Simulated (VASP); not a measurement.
# TaCN: relaxation of cell and atoms with r2SCAN

The system is TaCN.

```xyz
6
Lattice="2.8710 0.0000 0.0000 0.0000 2.8710 0.0000 0.0000 0.0000 7.2683" Properties=species:S:1:pos:R:3 pbc="T T T"
C     0.0000    1.4355    6.5415
C     1.4355    0.0000    0.7268
Ta    0.0000    1.4355    2.4349
Ta    1.4355    0.0000    4.8334
N     0.0000    1.4355    4.4845
N     1.4355    0.0000    2.7838
```

| Property | Result |
| --- | --- |
| Program | VASP 6.6.1 |
| Task | relaxation of cell and atoms |
| Functional | r2SCAN |
| Potentials or basis | VASP PAW PBE potentials, release 64 (C, Ta_pv, N) |
| Cutoff | 600 eV |
| k mesh | 9 × 9 × 4 |
| Occupations | fermi-dirac, width 0.1 eV |
| Spin | no spin polarisation |
| Dipole correction | no |
| Further INCAR settings | ALGO = Normal; EDIFF = 1e-07; IBRION = 2; EDIFFG = -0.03; NSW = 60; ISIF = 3 |

| Property | Result |
| --- | --- |
| Relaxed volume | 10.54 Å³/atom |
| Relaxed cell | a = 3.028 Å, b = 3.028 Å, c = 6.897 Å, α = 90.00°, β = 90.00°, γ = 90.00° |
| Space group after relaxing (to 0.1 Å) | P4/nmm (No. 129) |
| Energy gained by relaxing | 878.7 meV/atom |
| Ionic steps | 51 |
| Pressure after relaxing | 0.2 GPa |
| Largest force after relaxing | 0.022 eV/Å |
| Band gap on the k mesh | zero (bands 20 and 21 overlap by 1.18 eV) |

Forces in eV/Å, atoms in the order of the input:
```
C    0.000  0.000 -0.013
C    0.000  0.000  0.013
Ta   0.000  0.000 -0.005
Ta   0.000  0.000  0.005
N    0.000  0.000  0.022
N    0.000  0.000 -0.022
```

Step by step:
```csv
step,energy change (eV),largest force (eV/Å),pressure (GPa),volume (Å³)
1,0.0000,7.3598,29.30,59.91
3,-1.8311,2.5287,-21.90,67.31
5,-3.4883,1.3827,-3.27,58.37
7,-3.8831,2.1952,18.73,53.89
9,-4.2910,2.4704,17.37,53.83
11,-4.3654,2.2257,17.70,53.79
13,-4.4001,1.7185,18.72,53.75
15,-4.8251,1.2489,-4.32,57.94
17,-4.9145,1.0481,-4.53,58.14
19,-5.0759,0.6094,3.56,57.20
21,-5.0959,0.3823,-0.30,57.79
23,-5.1303,0.2746,-1.01,58.07
25,-5.1404,0.2003,-1.11,58.26
27,-5.1609,0.1274,4.06,57.79
29,-5.1847,0.2376,3.67,58.27
31,-5.2269,0.4124,1.47,59.79
33,-5.2537,0.2201,-0.49,61.47
35,-5.2604,0.1803,1.04,61.62
37,-5.2664,0.2414,-0.17,62.41
39,-5.2688,0.0851,-0.53,62.71
41,-5.2697,0.0864,0.32,62.71
43,-5.2703,0.0229,0.44,62.74
45,-5.2709,0.0805,-0.09,62.95
47,-5.2712,0.0414,-0.27,63.09
49,-5.2717,0.0455,0.05,63.15
51,-5.2720,0.0216,0.18,63.22
```

Final structure:
```yaml
crystal:
  lattice:
    - [3.02755, 0.00000, 0.00000]
    - [0.00000, 3.02755, 0.00000]
    - [0.00000, 0.00000, 6.89713]
  atoms:
    - { symbol: C, position: [0.00000, 0.50000, 0.87658] }
    - { symbol: C, position: [0.50000, 0.00000, 0.12342] }
    - { symbol: Ta, position: [0.00000, 0.50000, 0.19503] }
    - { symbol: Ta, position: [0.50000, 0.00000, 0.80497] }
    - { symbol: N, position: [0.00000, 0.50000, 0.66615] }
    - { symbol: N, position: [0.50000, 0.00000, 0.33385] }
```

Levels at points of the mesh, in eV from the Fermi level:
| k point | band 16 | band 17 | band 18 | band 19 | band 20 | band 21 | band 22 | band 23 | band 24 |
| --- | --- | --- | --- | --- | --- | --- | --- | --- | --- |
| (0.00, 0.00, 0.00) | -3.88 | -3.19 | -2.99 | -2.68 | -2.68 | 0.50 | 0.50 | 1.69 | 1.71 |
| (0.00, 0.00, 0.50) | -4.09 | -3.94 | -3.22 | -2.44 | -2.44 | 0.34 | 0.34 | 1.52 | 1.72 |

Wall time 67 min on 1 thread of Intel(R) Xeon(R) 6975P-C (Granite Rapids), on a shared host, peak memory 0.26 GiB.

Caveat: the PAW data sets were made with another functional, which shifts forces and pressure a little; spin-orbit coupling is left out, which moves the levels of the heavy elements.
